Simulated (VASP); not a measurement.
**Rh: single point with LDA**

The system is Rh.

```
Rh
1.0
     0.00000   -1.87704   -1.87704
    -1.87704    0.00000   -1.87704
     1.87704    1.87704   -3.75407
Rh
2
Direct
  0.45627 0.55637 0.50000
  0.04373 0.94363 0.00000
```

This cell differs from its parent crystal: atoms displaced along a vibrational mode.

| Quantity | Value |
| --- | --- |
| Program | VASP 6.6.1 |
| Task | single point |
| Functional | LDA |
| Potentials or basis | VASP PAW LDA potentials, release 64 (Rh_pv) |
| Cutoff | 520 eV |
| k mesh | 21 × 21 × 20 |
| Occupations | gaussian, width 0.15 eV |
| Spin | no spin polarisation |
| Dipole correction | no |
| Further INCAR settings | ALGO = Fast; EDIFF = 1e-07; NBANDS = 22 |

The pressure is 3.6 GPa and the largest force is 1.014 eV/Å. The band gap on the k mesh is zero (bands 15 and 16 overlap by 2.28 eV).

Forces on the atoms (eV/Å):
```
Rh   0.751 -0.647  0.216
Rh  -0.751  0.647 -0.216
```

Stress tensor (GPa, compression positive):
```
 1.23 -0.92 -1.78
-0.92  3.23 -3.53
-1.78 -3.53  6.36
```

Levels at points of the mesh, in eV from the Fermi level:
| k point | band 12 | band 13 | band 14 | band 15 | band 16 | band 17 | band 18 | band 19 |
| --- | --- | --- | --- | --- | --- | --- | --- | --- |
| (0.00, 0.00, 0.00) | -3.23 | -3.16 | -1.16 | -1.12 | 0.27 | 0.48 | 0.64 | 9.00 |
| (0.00, 0.00, 0.50) | -2.89 | -2.66 | -2.58 | -1.55 | -1.42 | -0.16 | -0.13 | 15.31 |

Run time: 13 min on 4 MPI ranks on Oxide Virtual Turin-like Processor, with other jobs on the host, peak memory 1.8 GiB a rank.

Caveat: the cell differs from its parent crystal (atoms displaced along a vibrational mode); the stress differs along the axes, from 1 to 6 GPa; forces of over 1 eV/Å act on the atoms, so gaps and moduli don't describe the material at rest.
